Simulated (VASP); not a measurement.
# Ni3O (Pm-3n) in VASP: a series of runs

Runs on Ni3O. Level: PBE. Tasks: single point, relaxation of cell and atoms.

All numbers are computed with VASP 6.6.1; they aren't measurements. Logs are shortened: lines on timing, memory, paths and dates and some standing lists are left out, and cuts for length are marked.

### Step 1. The cell of the first run

Symmetry: Pm-3n, No. 223, cubic system. The conventional cell has a = 4.238 Å, b = 4.238 Å, c = 4.238 Å, α = 90.00°, β = 90.00°, γ = 90.00°. Ni (site symmetry -4m2) has 10 Ni at 2.12 to 2.60 Å and 4 O at 2.37 Å within 2.8 Å. Within 3.1 Å of O (site symmetry m-3) lie 12 Ni at 2.37 Å.

### Step 2. Single point, PBE, collinear spin, ferromagnetic start

Input file INCAR:

```
PREC = Accurate
ENCUT = 600
EDIFF = 1E-6
ISMEAR = 0
SIGMA = 0.1
LREAL = F
LASPH = T
NELM = 200
ALGO = Normal
ISIF = 2
LWAVE = F
LCHARG = F
ISPIN = 2
MAGMOM = 2 2 2 2 2 2 0 0
LORBIT = 11
LMAXMIX = 4
GGA = PE
NBANDS = 50
GGA_COMPAT = F
```

Input file KPOINTS:

```
regular mesh
0
Gamma
  4 4 4
```

Input file POSCAR:

```
Ni3O
1.0
    4.2381885031      0.0000000000      0.0000000000
    0.0000000000      4.2381885031      0.0000000000
    0.0000000000      0.0000000000      4.2381885031
Ni O
6 2
Direct
    0.0000000000      0.5000000000      0.2500000000
    0.0000000000      0.5000000000      0.7500000000
    0.2500000000      0.0000000000      0.5000000000
    0.7500000000      0.0000000000      0.5000000000
    0.5000000000      0.7500000000      0.0000000000
    0.5000000000      0.2500000000      0.0000000000
    0.0000000000      0.0000000000      0.0000000000
    0.5000000000      0.5000000000      0.5000000000
```

Potentials or basis: VASP PAW PBE potentials, release 64 (Ni, O).

The run is started by

```console
$ cat potpaw_PBE.64/Ni/POTCAR potpaw_PBE.64/O/POTCAR > POTCAR
$ mpirun -np 1 vasp_std > vasp.out
```

OUTCAR:

```text
PREC = Accurate
   ENCUT = 600
   EDIFF = 1E-6
   ISMEAR = 0
   LREAL = F
   LASPH = T
   NELM = 200
   ISIF = 2
   ISPIN = 2
   LORBIT = 11
   GGA = PE

 ion  position               nearest neighbor table
   1  0.000  0.500  0.250-   2 2.12   2 2.12   8 2.37   7 2.37   7 2.37   8 2.37   4 2.60   5 2.60
                             3 2.60   4 2.60   6 2.60   5 2.60   6 2.60   3 2.60
   2  0.000  0.500  0.750-   1 2.12   1 2.12   8 2.37   7 2.37   7 2.37   8 2.37   4 2.60   5 2.60
                             3 2.60   4 2.60   6 2.60   5 2.60   6 2.60   3 2.60
   3  0.250  0.000  0.500-   4 2.12   4 2.12   8 2.37   7 2.37   8 2.37   7 2.37   6 2.60   5 2.60
                             6 2.60   5 2.60   1 2.60   2 2.60   1 2.60   2 2.60
   4  0.750  0.000  0.500-   3 2.12   3 2.12   8 2.37   7 2.37   8 2.37   7 2.37   6 2.60   5 2.60
                             6 2.60   5 2.60   1 2.60   2 2.60   1 2.60   2 2.60
   5  0.500  0.750  0.000-   6 2.12   6 2.12   8 2.37   8 2.37   7 2.37   7 2.37   4 2.60   4 2.60
                             3 2.60   3 2.60   1 2.60   1 2.60   2 2.60   2 2.60
   6  0.500  0.250  0.000-   5 2.12   5 2.12   8 2.37   8 2.37   7 2.37   7 2.37   4 2.60   4 2.60
                             3 2.60   3 2.60   1 2.60   1 2.60   2 2.60   2 2.60
   7  0.000  0.000  0.000-   1 2.37   2 2.37   3 2.37   4 2.37   5 2.37   6 2.37   3 2.37   4 2.37
                             1 2.37   2 2.37   5 2.37   6 2.37
   8  0.500  0.500  0.500-   1 2.37   2 2.37   3 2.37   4 2.37   5 2.37   6 2.37   5 2.37   6 2.37
                             3 2.37   4 2.37   1 2.37   2 2.37

  LATTYP: Found a simple cubic cell.
 ALAT       =     4.2381885031

  Lattice vectors:

 A1 = (   4.2381885031,   0.0000000000,   0.0000000000)
 A2 = (   0.0000000000,   4.2381885031,   0.0000000000)
 A3 = (   0.0000000000,   0.0000000000,   4.2381885031)

Analysis of symmetry for initial positions (statically):
=====================================================================
 Subroutine PRICEL returns:
 Original cell was already a primitive cell.

 Routine SETGRP: Setting up the symmetry group for a
 simple cubic supercell.

 Subroutine GETGRP returns: Found 48 space group operations
 (whereof 24 operations were pure point group operations)
 out of a pool of 48 trial point group operations.

The static configuration has the point symmetry T_h .
 The point group associated with its full space group is O_h .

Analysis of symmetry for dynamics (positions and initial velocities):
=====================================================================
 Subroutine PRICEL returns:
 Original cell was already a primitive cell.

 Routine SETGRP: Setting up the symmetry group for a
 simple cubic supercell.

 Subroutine GETGRP returns: Found 48 space group operations
 (whereof 24 operations were pure point group operations)
 out of a pool of 48 trial point group operations.

The dynamic configuration has the point symmetry T_h .
 The point group associated with its full space group is O_h .

Analysis of structural, dynamic, and magnetic symmetry:
=====================================================================
 Subroutine PRICEL returns:
 Original cell was already a primitive cell.

 Routine SETGRP: Setting up the symmetry group for a
 simple cubic supercell.

 Subroutine GETGRP returns: Found 48 space group operations
 (whereof 24 operations were pure point group operations)
 out of a pool of 48 trial point group operations.

The overall configuration has the point symmetry T_h .
 The point group associated with its full space group is O_h .

 Subroutine INISYM returns: Found 48 space group operations
 (whereof 24 operations are pure point group operations),
 and found     1 'primitive' translations

----------------------------------------------------------------------------------------

                                     Primitive cell

  volume of cell :      76.1274

  direct lattice vectors                    reciprocal lattice vectors
     4.238188503  0.000000000  0.000000000     0.235949864  0.000000000  0.000000000
     0.000000000  4.238188503  0.000000000     0.000000000  0.235949864  0.000000000
     0.000000000  0.000000000  4.238188503     0.000000000  0.000000000  0.235949864

  length of vectors
     4.238188503  4.238188503  4.238188503     0.235949864  0.235949864  0.235949864

  position of ions in fractional coordinates (direct lattice)
     0.000000000  0.500000000  0.250000000
     0.000000000  0.500000000  0.750000000
[... 67 lines left out ...]
   ICHARG =      2    charge: 1-file 2-atom 10-const
   ISPIN  =      2    spin polarized calculation?
   LNONCOLLINEAR =      F non collinear calculations
   LSORBIT =      F    spin-orbit coupling
   LASPH  =      T    aspherical Exc in radial PAW
   ENCUT  =  600.0 eV  44.10 Ry    6.64 a.u.   8.46  8.46  8.46*2*pi/ulx,y,z
   NELM   =    200;   NELMIN=  2; NELMDL= -5     # of ELM steps
   EDIFF  = 0.1E-05   stopping-criterion for ELM
   LREAL  =      F    real-space projection
   EDIFFG = 0.1E-04   stopping-criterion for IOM
   NSW    =      0    number of steps for IOM
   IBRION =     -1    ionic relax: 0-MD 1-quasi-New 2-CG
   NFREE  =      0    steps in history (QN), initial steepest desc. (CG)
   ISIF   =      2    stress and relaxation
   ISYM   =      2    0-nonsym 1-usesym 2-fastsym
   POTIM  = 0.5000    time-step for ionic-motion
   TEBEG  =    0.0;   TEEND  =   0.0 temperature during run
   PSTRESS=    0.0 pullay stress
   NELECT =      72.0000    total number of electrons
   NUPDOWN=      -1.0000    fix difference up-down
   EMIN   =  10.00;   EMAX   =-10.00  energy-range for DOS
   EFERMI =   0.00;   METHOD = LEGACY
   ISMEAR =     0;   SIGMA  =   0.10  broadening in eV -4-tet -1-fermi 0-gaus
   EFERMI_NEDOS =   21; number of points for ismear=-14 and -15
   IALGO  =     38    algorithm
   IMIX   =      4    mixing-type and parameters
     AMIX     =   0.40;   BMIX     =  1.00
     AMIX_MAG =   1.60;   BMIX_MAG =  1.00
  volume/ion in A,a.u.               =       9.52        64.22
  Fermi-wavevector in a.u.,A,eV,Ry     =   1.606961  3.036716 35.134656  2.582324
  Thomas-Fermi vector in A             =   2.703066
   LORBIT       =     11    0 simple, 1 ext, 2 COOP (PROOUT), +10 PAW based schemes
   GGA     = PE    functional components
   LHFCALC =     F    Hartree Fock is set to
   AEXX    =    0.0000 exact exchange contribution
   IVDW    =     0    specifies the selected vdW correction
   LEPSILON=     F    determine dielectric tensor
   LRPA    =     F    only Hartree local field effects (RPA)
 spin polarized calculation
 Gauss-broadening in eV      SIGMA  =   0.10
  energy-cutoff  :      600.00
  volume of cell :       76.13
 maximum number of plane-waves:      2560
 NGX is ok and might be reduce to    36
   NGX = 17   NGY = 17   NGZ = 17

 number of electron      72.0000000 magnetization      12.0000000

 number of electron      71.9999959 magnetization       5.4059919

 Free energy of the ion-electron system (eV)
  ---------------------------------------------------
  ext. energy  EPLUGINS =         0.00000000
  ---------------------------------------------------
  free energy    TOTEN  =       -37.84740934 eV

  energy without entropy =      -37.76900436  energy(sigma->0) =      -37.80820685

 E-fermi :   9.4660     XC(G=0): -13.3293

 val. band max:        9.4634136362   @ k =   0.2500   0.2500   0.0000
 cond. band min:       9.4705444780   @ k =   0.0000   0.0000   0.0000
 fundamental gap:      0.0071308417
 Fermi energy:         9.4660309860

 spin component 1

 k-point     1 :       0.0000    0.0000    0.0000
  band No.  band energies     occupation
      1      -9.8825      1.00000
      2      -9.4398      1.00000
      3       3.1645      1.00000
      4       3.1645      1.00000
      5       3.1645      1.00000
      6       3.5024      1.00000
[... 499 lines left out ...]
     47      24.0359      0.00000
     48      24.0359      0.00000
 Fermi energy:         9.4660309860

 spin component 2

 k-point     1 :       0.0000    0.0000    0.0000
  band No.  band energies     occupation
      1      -9.5664      1.00000
      2      -9.0917      1.00000
      3       3.4440      1.00000
      4       3.4440      1.00000
      5       3.4440      1.00000
      6       3.6752      1.00000
[... 499 lines left out ...]
     47      24.1820      0.00000
     48      24.1820      0.00000
 [bands above 48 left out]

------------------------ aborting loop because EDIFF is reached ----------------------------------------

  FORCE on cell =-STRESS in cart. coord.  units (eV):
  Direction    XX          YY          ZZ          XY          YZ          ZX
  --------------------------------------------------------------------------------------
  -------------------------------------------------------------------------------------
  Total       11.8709408     11.8709408     11.8709408      0.0000000     -0.0000000      0.0000000
  in kB      249.8359402    249.8359402    249.8359402      0.0000000     -0.0000000      0.0000000
  external PRESSURE =     249.8359402 kB  Pullay stress =       0.0000000 kB

 VOLUME and BASIS-vectors are now :
 -----------------------------------------------------------------------------
  energy-cutoff  :      600.00
  volume of cell :       76.13
      direct lattice vectors                 reciprocal lattice vectors
     4.238188503  0.000000000  0.000000000     0.235949864  0.000000000  0.000000000
     0.000000000  4.238188503  0.000000000     0.000000000  0.235949864  0.000000000
     0.000000000  0.000000000  4.238188503     0.000000000  0.000000000  0.235949864

 POSITION                                       TOTAL-FORCE (eV/Angst)
 -----------------------------------------------------------------------------------
      0.00000      2.11909      1.05955        -0.000000     -0.000000      0.000000
      0.00000      2.11909      3.17864         0.000000      0.000000     -0.000000
      1.05955      0.00000      2.11909         0.000000      0.000000      0.000000
      3.17864      0.00000      2.11909        -0.000000     -0.000000     -0.000000
      2.11909      3.17864      0.00000        -0.000000     -0.000000      0.000000
      2.11909      1.05955      0.00000         0.000000      0.000000     -0.000000
      0.00000      0.00000      0.00000        -0.000000     -0.000000     -0.000000
      2.11909      2.11909      2.11909        -0.000000     -0.000000     -0.000000
 -----------------------------------------------------------------------------------
    total drift:                                0.000000      0.000000     -0.000000

  FREE ENERGIE OF THE ION-ELECTRON SYSTEM (eV)
  ---------------------------------------------------
  free  energy   TOTEN  =       -37.8474093438 eV

  energy  without entropy=      -37.7690043599  energy(sigma->0) =      -37.80820685

 total charge

# of ion       s       p       d       tot
------------------------------------------
    1        0.472   0.457   8.420   9.348
    2        0.472   0.457   8.420   9.348
    3        0.472   0.457   8.420   9.348
    4        0.472   0.457   8.420   9.348
    5        0.472   0.457   8.420   9.348
    6        0.472   0.457   8.420   9.348
    7        1.633   3.181   0.000   4.814
    8        1.633   3.181   0.000   4.814
--------------------------------------------------
tot          6.097   9.102  50.518  65.717

 magnetization (x)

# of ion       s       p       d       tot
------------------------------------------
    1       -0.009  -0.019   0.862   0.834
    2       -0.009  -0.019   0.862   0.834
    3       -0.009  -0.019   0.862   0.834
    4       -0.009  -0.019   0.862   0.834
    5       -0.009  -0.019   0.862   0.834
    6       -0.009  -0.019   0.862   0.834
    7       -0.001   0.198   0.000   0.197
    8       -0.001   0.198   0.000   0.197
--------------------------------------------------
tot         -0.053   0.280   5.170   5.396
```

Wall time 3.7 min (1 thread of Oxide Virtual Turin-like, shared host); peak memory 0.23 GiB.

Results:

```
Free energy                                           : -37.8474 eV
Pressure                                              : 25.0 GPa
Net moment                                            : 5.41 μB per cell
Site moments                                          : Ni +0.83; O +0.20 μB
Valence electrons inside the program's atomic spheres : Ni 9.35; O 4.81
```

Levels at points of the mesh, in eV from the Fermi level:
Spin up:
| k point | band 37 | band 38 | band 39 | band 40 | band 41 | band 42 |
| --- | --- | --- | --- | --- | --- | --- |
| (0.00, 0.00, 0.00) | -0.40 | -0.40 | -0.40 | 1.44 | 1.44 | 5.41 |
| (0.50, 0.00, 0.00) | -0.45 | -0.45 | 0.11 | 0.11 | 3.02 | 3.02 |
| (0.50, 0.50, 0.00) | -0.54 | -0.54 | -0.43 | -0.27 | 2.11 | 2.60 |
| (0.50, 0.50, 0.50) | -1.09 | -1.09 | 3.15 | 3.15 | 3.15 | 3.15 |
Spin down:
```csv
k point,band 29,band 30,band 31,band 32,band 33,band 34,band 35,band 36,band 37,band 38
"(0.00, 0.00, 0.00)",0.00,0.00,0.08,0.08,0.08,0.08,0.08,0.08,0.60,0.60
"(0.50, 0.00, 0.00)",-0.34,-0.34,0.12,0.12,0.12,0.12,0.29,0.29,0.61,0.61
"(0.50, 0.50, 0.00)",-0.60,-0.56,-0.17,-0.17,-0.14,-0.14,0.06,0.12,0.27,0.27
"(0.50, 0.50, 0.50)",-0.63,-0.63,-0.63,-0.63,-0.22,-0.22,-0.22,-0.22,-0.22,-0.22
```

Caveat: the k points lie up to 0.37 Å⁻¹ apart. With open d or f shells a metallic result of PBE can be an artefact of self-interaction; +U or a hybrid may open a gap.

### Step 3. Single point, PBE, collinear spin, ferromagnetic start

This run uses another cell than the first one, of 10.75 Å³/atom.

Changes to INCAR since step 2:

```diff
@@ -13,3 +13,3 @@
 ISPIN = 2
-MAGMOM = 2 2 2 2 2 2 0 0
+MAGMOM = 0.97 0.97 0.97 0.97 0.97 0.97 0.24 0.24
 LORBIT = 11
```

Input file KPOINTS:

```
Automatic mesh
0
Gamma
  4 4 4
```

Changes to POSCAR since step 2:

```diff
@@ -2,5 +2,5 @@
 1.0
-    4.2381885031      0.0000000000      0.0000000000
-    0.0000000000      4.2381885031      0.0000000000
-    0.0000000000      0.0000000000      4.2381885031
+    4.4135231822      0.0000000000      0.0000000000
+    0.0000000000      4.4135231822      0.0000000000
+    0.0000000000      0.0000000000      4.4135231822
 Ni O
```

Potentials or basis: VASP PAW PBE potentials, release 64 (Ni, O).

The run is started by

```console
$ cat potpaw_PBE.64/Ni/POTCAR potpaw_PBE.64/O/POTCAR > POTCAR
$ mpirun -np 1 vasp_std > vasp.out
```

Wall time 3.4 min (1 thread of Oxide Virtual Turin-like, shared host); peak memory 0.24 GiB.

The run converged. Its results:

```
Free energy                                           : -38.5374 eV
Pressure                                              : -0.2 GPa
Net moment                                            : 5.90 μB per cell
Site moments                                          : Ni +0.90; O +0.25 μB
Valence electrons inside the program's atomic spheres : Ni 9.14; O 4.77
```

Levels at points of the mesh, in eV from the Fermi level:
Spin up:
```tsv
k point	band 35	band 36	band 37	band 38	band 39	band 40	band 41	band 42	band 43	band 44
(0.00, 0.00, 0.00)	-0.85	-0.85	-0.53	-0.53	-0.53	1.24	1.24	4.87	4.87	4.87
(0.50, 0.00, 0.00)	-0.73	-0.73	-0.58	-0.58	-0.04	-0.04	2.70	2.70	4.56	4.56
(0.50, 0.50, 0.00)	-0.71	-0.71	-0.63	-0.63	-0.57	-0.40	1.72	2.16	4.81	5.22
(0.50, 0.50, 0.50)	-1.11	-1.11	-1.11	-1.11	2.65	2.65	2.65	2.65	2.65	2.65
```
Spin down:
```
           k point  band 31  band 32  band 33  band 34  band 35  band 36
(0.00, 0.00, 0.00)     0.07     0.07     0.07     0.08     0.08     0.08
(0.50, 0.00, 0.00)     0.11     0.11     0.14     0.14     0.25     0.25
(0.50, 0.50, 0.00)    -0.16    -0.16    -0.12    -0.12     0.08     0.11
(0.50, 0.50, 0.50)    -0.51    -0.51    -0.15    -0.15    -0.15    -0.15
```

With open d or f shells a metallic result of PBE can be an artefact of self-interaction; +U or a hybrid may open a gap.

### Step 4. Relaxation of cell and atoms, PBE, collinear spin, ferromagnetic start

Input file INCAR:

```
ALGO = Normal
EDIFF = 1E-7
EDIFFG = -0.04
ENCUT = 600
GGA = PE
GGA_COMPAT = False
IBRION = 2
ISIF = 3
ISMEAR = 0
ISPIN = 2
LASPH = True
LCHARG = False
LMAXMIX = 4
LORBIT = 11
LREAL = False
LWAVE = False
MAGMOM = 0.97 0.97 0.97 0.97 0.97 0.97 0.24 0.24
NELM = 200
NELMIN = 4
NSW = 90
PREC = Accurate
SIGMA = 0.1
```

Input file KPOINTS:

```
k-points
0
Gamma
  4 4 4
```

Changes to POSCAR since step 3:

```diff
@@ -2,5 +2,5 @@
 1.0
-    4.4135231822      0.0000000000      0.0000000000
-    0.0000000000      4.4135231822      0.0000000000
-    0.0000000000      0.0000000000      4.4135231822
+    4.2381885031      0.0000000000      0.0000000000
+    0.0000000000      4.2381885031      0.0000000000
+    0.0000000000      0.0000000000      4.2381885031
 Ni O
```

The run is started by

```console
$ cat potpaw_PBE.64/Ni/POTCAR potpaw_PBE.64/O/POTCAR > POTCAR
$ mpirun -np 1 vasp_std > vasp.out
```

It took 9.4 min on 1 thread of Oxide Virtual Turin-like, shared host; peak memory 0.24 GiB.

Results (log left out):

```yaml
Free_energy: -38.5277 eV
Relaxed_volume: 10.74 Å³/atom
Relaxed_cell: a = 4.413 Å, b = 4.413 Å, c = 4.413 Å, α = 90.00°, β = 90.00°, γ = 90.00°
Space_group_after_relaxing_to_0.1_Å: Pm-3n (No. 223)
Energy_gained_by_relaxing: 85.0 meV/atom
Ionic_steps: 3
Pressure_after_relaxing: -0.1 GPa
Net_moment: 5.90 μB per cell
Site_moments: Ni +0.90; O +0.25 μB
Valence_electrons_inside_the_program's_atomic_spheres: Ni 9.14; O 4.77
```

The path:
```csv
step,energy change (eV),largest force (eV/Å),pressure (GPa),volume (Å³)
1,0.0000,0.0000,24.96,76.13
2,-0.3832,0.0000,-11.25,93.66
3,-0.6803,0.0000,-0.09,85.91
```

Final structure:
```
Ni O
1.0
     4.41255    0.00000    0.00000
     0.00000    4.41255    0.00000
     0.00000    0.00000    4.41255
Ni O
6 2
Direct
  0.00000 0.50000 0.25000
  0.00000 0.50000 0.75000
  0.25000 0.00000 0.50000
  0.75000 0.00000 0.50000
  0.50000 0.75000 0.00000
  0.50000 0.25000 0.00000
  0.00000 0.00000 0.00000
  0.50000 0.50000 0.50000
```

Levels at points of the mesh, in eV from the Fermi level:
Spin up:
```csv
k point,band 35,band 36,band 37,band 38,band 39,band 40,band 41,band 42,band 43,band 44
"(0.00, 0.00, 0.00)",-0.85,-0.85,-0.53,-0.53,-0.53,1.24,1.24,4.87,4.87,4.87
"(0.50, 0.00, 0.00)",-0.73,-0.73,-0.57,-0.57,-0.04,-0.04,2.70,2.70,4.56,4.56
"(0.50, 0.50, 0.00)",-0.71,-0.71,-0.63,-0.63,-0.56,-0.40,1.72,2.16,4.81,5.22
"(0.50, 0.50, 0.50)",-1.11,-1.11,-1.11,-1.11,2.65,2.65,2.65,2.65,2.65,2.65
```
Spin down:
```
           k point  band 29  band 30  band 31  band 32  band 33  band 34  band 35  band 36  band 37  band 38
(0.00, 0.00, 0.00)     0.01     0.01     0.07     0.07     0.07     0.08     0.08     0.08     0.51     0.51
(0.50, 0.00, 0.00)    -0.27    -0.27     0.11     0.11     0.14     0.14     0.25     0.25     0.51     0.51
(0.50, 0.50, 0.00)    -0.50    -0.45    -0.16    -0.16    -0.12    -0.12     0.08     0.11     0.24     0.24
(0.50, 0.50, 0.50)    -0.51    -0.51    -0.51    -0.51    -0.15    -0.15    -0.15    -0.15    -0.15    -0.15
```

Caveat: the k points lie up to 0.36 Å⁻¹ apart in the final cell.

### Step 5. The runs side by side

```tsv
task	cell	gap on the mesh (eV)	pressure (GPa)	moment (μB)
single point	a = 4.238 Å, 8 atoms	none	25.0	5.41
single point	a = 4.414 Å, 8 atoms	none	-0.2	5.90
relaxation of cell and atoms	relaxed from a = 4.238 Å, 8 atoms	none	-0.1	5.90
```

Alike in all rows: level PBE; potentials or basis VASP PAW PBE potentials, release 64 (Ni, O); spin collinear, ferromagnetic start; k mesh 4 × 4 × 4; cutoff (eV) 600; smearing gaussian 0.1 eV.

Caveats: some runs use coarse meshes.

Total energies depend on the potentials used, so only differences within one code and one set of settings carry meaning.
